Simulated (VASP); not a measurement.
Here is a VASP 6.6.1 calculation.

File INCAR:

```
SYSTEM = TaN
  ALGO = Normal
  EDIFF = 1E-6
  ENCUT = 520
  GGA = PE
  ISIF = 2
  ISMEAR = -1
  LASPH = .TRUE.
  LCHARG = .TRUE.
  LELF = .TRUE.
  LREAL = .FALSE.
  LVHAR = .TRUE.
  LWAVE = .FALSE.
  NBANDS = 60
  NELM = 80
  PREC = Accurate
  SIGMA = 0.17
```

The input KPOINTS:

```
k-points
0
G
  2 2 2
  0 0 0
```

Contents of POSCAR:

```
TaN
1.0
    5.4568860000      0.0000000000      0.0000000000
   -2.7284430000      4.7258020000      0.0000000000
    0.0000000000      0.0000000000      6.1075020000
Ta N
6 6
Direct
   -0.0108911880      0.0070252626     -0.0142611496
    0.3385107033      0.6891528676      0.2180596912
    0.6908932681      0.3842945599      0.1940400511
    0.0167020484      0.0280164086      0.4825213320
    0.3710718903      0.6977228415      0.7123206836
    0.6969317721      0.3621395903      0.7116657514
    0.4076458503      0.0400143722     -0.0420630235
    0.6246943253      0.6483132387     -0.0355137010
    0.0287386762      0.4194420333     -0.0468276556
    0.3906067943      0.0060095620      0.4470403776
    0.6172874880      0.6716531924      0.4645106952
    0.0145922676      0.4160352042      0.4698156464
```

Potentials or basis: VASP PAW PBE potentials, release 64 (Ta_pv, N).

Command:

```sh
$ cat potpaw_PBE.64/Ta_pv/POTCAR potpaw_PBE.64/N/POTCAR > POTCAR
$ mpirun -np 1 vasp_std > vasp.out
```

**Question.** Estimate the pressure.

**Answer.** -25.0 GPa.

**Question.** Estimate the band gap on the k mesh.

**Answer.** 0.54 eV.

Stress tensor (GPa, compression positive):
```
-24.89   0.86  -0.39
  0.86 -24.87   0.26
 -0.39   0.26 -25.26
```

Caveat: the k points lie up to 0.66 Å⁻¹ apart; spin-orbit coupling is left out, which moves the levels of the heavy elements; forces of over 1 eV/Å act on the atoms, so gaps and moduli don't describe the material at rest. A hybrid or GW would open this gap; PBE tends to underestimate it.
